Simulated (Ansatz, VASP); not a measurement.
**One calculation of NaSnCl3, two programs**

INCAR

```
PREC = Accurate
ENCUT = 520
EDIFF = 1E-6
ISMEAR = -1
SIGMA = 0.02
LREAL = False
LASPH = True
NELM = 100
ALGO = Normal
ISIF = 2
LWAVE = False
LCHARG = True
GGA = PE
LELF = True
LVHAR = True
NBANDS = 29
```

File KPOINTS:

```
regular mesh
0
Gamma
  6 6 6
```

The input POSCAR:

```
NaSnCl3
1.0
    5.4174491484      0.0000000000      0.0000000000
    0.0000000000      5.5280093351      0.0000000000
    0.0000000000      0.0000000000      5.5280093351
Na Sn Cl
1 1 3
Direct
    0.0000000000      0.0000000000      0.0000000000
    0.5000000000      0.5000000000      0.5000000000
    0.5000000000      0.5000000000      0.0000000000
    0.5000000000      0.0000000000      0.5000000000
    0.0000000000      0.5000000000      0.5000000000
```

Input for Ansatz:

```yaml
crystal:
  lattice:
    - [5.4174491484, 0.0, 0.0]
    - [0.0, 5.5280093351, 0.0]
    - [0.0, 0.0, 5.5280093351]
  atoms:
    - { symbol: Na, position: [0.0, 0.0, 0.0] }
    - { symbol: Sn, position: [0.5, 0.5, 0.5] }
    - { symbol: Cl, position: [0.5, 0.5, 0.0] }
    - { symbol: Cl, position: [0.5, 0.0, 0.5] }
    - { symbol: Cl, position: [0.0, 0.5, 0.5] }
kpoints:
  mp_grid: { grid: [6, 6, 6] }
  band_path:
    path: [[0.0, 0.0, 0.0], [0.0, 0.5, 0.0], [0.5, 0.5, 0.0], [0.5, 0.5, 0.5]]
    npoints: 1
hamiltonian:
  xc: pbe
scf:
  occupations: { method: fermi_dirac, width: 0.02 }
  n_extra_bands: 5
output:
  forces: true
  stress: true
  eigenvalues: true
```

Change from the starting cell: uniaxial_x strain -2.0%.

Alike in both runs: task single point; functional PBE; k mesh 6 × 6 × 6; occupations fermi-dirac, width 0.02 eV; no spin polarisation.

|  | VASP | Ansatz |
| --- | --- | --- |
| version | VASP 6.6.1 | Ansatz 0.2.0 |
| potentials or method | VASP PAW PBE potentials, release 64 (Na_pv, Sn_d, Cl) | plane waves, PAW |
| plane-wave cutoff (eV) | 520 | 420 |
| valence electrons in the cell | 42 | 44 |

Ansatz gave:

| Property | Result |
| --- | --- |
| pressure (GPa) | 1.0 |
| traceless stress, the component that is largest in VASP (GPa) | 0.72 |

Task: Which values does VASP return?

Result: Pressure (GPa): 0.9; traceless stress, the component that is largest in VASP (GPa): 0.72.

VASP's potentials hold 42 valence electrons a cell and Ansatz's 44, so a difference there can come from the potentials and not from the codes.
